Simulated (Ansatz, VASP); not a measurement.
# Two plane-wave programs on YF

File INCAR:

```
SYSTEM = YF
PREC = Accurate
ENCUT = 600
EDIFF = 1E-6
ISMEAR = 0
SIGMA = 0.1
LREAL = .FALSE.
LASPH = .TRUE.
NELM = 60
ALGO = Normal
ISIF = 3
LWAVE = .FALSE.
LCHARG = .FALSE.
GGA = PE
IBRION = 2
NSW = 90
EDIFFG = -0.04
```

Contents of KPOINTS:

```
regular mesh
0
G
  6 6 4
  0 0 0
```

Contents of POSCAR:

```
YF
1.0
    3.7264576488      0.0000000000      0.0000000000
    0.0000000000      3.7264576488      0.0000000000
    0.0000000000      0.0000000000      5.7166341672
Y F
2 2
Direct
    0.5000000000      0.0000000000      0.7347884677
    0.0000000000      0.5000000000      0.2652115323
    0.0000000000      0.0000000000      0.0000000000
    0.5000000000      0.5000000000      0.0000000000
```

Input for Ansatz:

```yaml
crystal:
  lattice:
    - [3.7264576488, 0.0, 0.0]
    - [0.0, 3.7264576488, 0.0]
    - [0.0, 0.0, 5.7166341672]
  atoms:
    - { symbol: "Y", position: [0.5, 0.0, 0.7347884677] }
    - { symbol: "Y", position: [0.0, 0.5, 0.2652115323] }
    - { symbol: F, position: [0.0, 0.0, 0.0] }
    - { symbol: F, position: [0.5, 0.5, 0.0] }
basis:
  ecutwfc: 420
kpoints:
  mp_grid: { grid: [6, 6, 4] }
hamiltonian:
  xc: pbe
scf:
  occupations: { method: gaussian, width: 0.1 }
  lower_state_search: "off"
output:
  forces: true
  stress: true
  eigenvalues: true
relax:
  adjacent_minimum: "off"
  f_tol: 0.04
  max_steps: 70
  cell: { stress_tol: 0.4 }
```

Change from the starting cell: ordered vacancies on the anion sites of fluorite (P4/nmm, No. 129).

Alike in both runs: task relaxation of cell and atoms; functional PBE; k mesh 6 × 6 × 4; occupations gaussian, width 0.1 eV; no spin polarisation.

```csv
,VASP,Ansatz
version,VASP 6.6.1,Ansatz 0.2.0
potentials or method,"VASP PAW PBE potentials, release 64 (Y_sv, F), cutoff 600 eV","scalar-relativistic, plane waves, PAW"
valence electrons in the cell,36,36
```

|  | VASP | Ansatz | Ansatz less VASP |
| --- | --- | --- | --- |
| gap on the k mesh at the Fermi level, each at its own relaxed structure (eV) | none | none | - |
| relaxed volume (Å³/atom) | 19.71 | 19.77 | +0.062 |
| relaxed length of the cell vector where the two differ most in proportion (Å) | 3.710 | 3.720 | +0.0105 |

A gap of «none» marks a metal or a gap that the smearing closes.
